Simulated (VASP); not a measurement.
The system is LiTeO3.

```
Li Te O
1.0
     3.72000    0.00000    0.00000
     0.00000    3.72000    0.00000
     0.00000    0.00000    3.72000
Li Te O
1 1 3
Direct
  0.00000 0.00000 0.00000
  0.50000 0.50000 0.50000
  0.50000 0.50000 0.00000
  0.00000 0.50000 0.50000
  0.50000 0.00000 0.50000
```

* Program: VASP 6.6.1
* Task: relaxation of cell and atoms
* Functional: LDA
* Potentials or basis: VASP PAW LDA potentials, release 64 (Li_sv, Te, O)
* Cutoff: 600 eV
* k mesh: 5 × 5 × 5
* Occupations: fermi-dirac, width 0.1 eV
* Spin: no spin polarisation

At the start: pressure 53.7 GPa; volume 10.30 Å³/atom.

Task: How do energy, volume and symmetry change on relaxing?

Result: Over 19 steps the energy falls by 325.4 meV/atom and the volume is 12.64 Å³/atom (+22.8 %); space group Pm-3m (No. 221, to 0.1 Å) before and after.

Step by step:
```csv
step,energy change (eV),largest force (eV/Å),pressure (GPa),volume (Å³)
1,0.0000,0.0000,53.71,51.48
2,0.0117,0.0000,-21.71,81.71
3,-1.6246,0.0000,-1.42,63.82
4,-1.6270,0.0000,-0.38,63.40
5,-1.6271,0.0000,0.26,63.15
6,-1.6271,0.0000,0.26,63.15
7,-1.6271,0.0000,0.25,63.15
8,-1.6271,0.0000,0.25,63.15
9,-1.6271,0.0000,0.25,63.15
10,-1.6271,0.0000,0.25,63.15
11,-1.6271,0.0000,0.25,63.15
12,-1.6271,0.0000,0.25,63.15
13,-1.6271,0.0000,0.25,63.15
14,-1.6271,0.0000,0.25,63.15
15,-1.6271,0.0000,0.24,63.16
16,-1.6271,0.0000,0.23,63.16
17,-1.6271,0.0000,0.21,63.17
18,-1.6271,0.0000,0.17,63.18
19,-1.6272,0.0000,0.09,63.21
```

Final structure:
```
CELL_PARAMETERS angstrom
3.98357 0.00000 0.00000
0.00000 3.98357 0.00000
0.00000 0.00000 3.98357
ATOMIC_POSITIONS crystal
Li 0.00000 0.00000 0.00000
Te 0.50000 0.50000 0.50000
O 0.50000 0.50000 0.00000
O 0.00000 0.50000 0.50000
O 0.50000 0.00000 0.50000
```

Caveat: the cutoff is under 1.25 times the usual one of these potentials, so pressure, stress and relaxed cells hold a basis-set (Pulay) error; the volume moved by over 15 % at a fixed basis, so the end points are rough; an odd number of electrons without spin polarisation forces a metal; a magnetic or distorted state may lie lower.
